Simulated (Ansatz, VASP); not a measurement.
IrSe4 in VASP and in Ansatz

```
Ir Se
1.0
     3.67053   -4.01077    0.00000
     3.67053    4.01077    0.00000
     0.00000    0.00000    3.61674
Ir Se
1 4
Direct
  0.00000 0.00000 0.00000
  0.69954 0.30046 0.00000
  0.30046 0.69954 0.00000
  0.75871 0.75871 0.50000
  0.24129 0.24129 0.50000
```

Change from the starting cell: ordered vacancies on the cation sites of rutile (Cmmm, No. 65).

Alike in both runs: functional PBE; k mesh 8 × 8 × 10; occupations gaussian, width 0.1 eV; no spin polarisation.

Ansatz relaxed the structure, and its values are those at the end. VASP's run is a single point on that final structure, the one shown.

```csv
,VASP,Ansatz
version,VASP 6.6.1,Ansatz 0.2.0
potentials or method,"VASP PAW PBE potentials, release 64 (Ir, Se), cutoff 520 eV","scalar-relativistic, plane waves, PAW"
valence electrons in the cell,33,81
```

|  | VASP | Ansatz | Ansatz less VASP |
| --- | --- | --- | --- |
| gap on the k mesh at the Fermi level (eV) | none | none | - |
| pressure (GPa) | 0.2 | 0.0 | -0.15 |
| rms of the force components (eV/Å) | 0.021 | 0.001 | -0.0201 |

A gap of «none» marks a metal or a gap that the smearing closes. VASP's potentials hold 33 valence electrons a cell and Ansatz's 81, so a difference there can come from the potentials and not from the codes.

Spin-orbit coupling is off throughout.
